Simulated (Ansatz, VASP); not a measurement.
Two plane-wave programs on CdS

```
Cd S
1.0
     0.00000    2.96321    2.96321
     2.96321    0.00000    2.96321
     2.96321    2.96321    0.00000
Cd S
1 1
Direct
  0.00000 0.00000 0.00000
  0.25000 0.25000 0.25000
```

Alike in both runs: functional PBE; k mesh 8 × 8 × 8; occupations gaussian, width 0.02 eV; no spin polarisation.

Ansatz relaxed the structure, and its values are those at the end. VASP's run is a single point on that final structure, the one shown.

```csv
,VASP,Ansatz
version,VASP 6.6.1,Ansatz 0.2.0
potentials or method,"VASP PAW PBE potentials, release 64 (Cd, S), cutoff 520 eV","scalar-relativistic, plane waves, PAW"
valence electrons in the cell,18,26
```

|  | VASP | Ansatz | Ansatz less VASP |
| --- | --- | --- | --- |
| gap on the k mesh at the Fermi level (eV) | 1.04 | 1.04 | -0.002 |
| least direct gap on the mesh (eV) | 1.04 | 1.04 | -0.002 |
| pressure (GPa) | 0.3 | 0.0 | -0.29 |

VASP's potentials hold 18 valence electrons a cell and Ansatz's 26, so a difference there can come from the potentials and not from the codes.
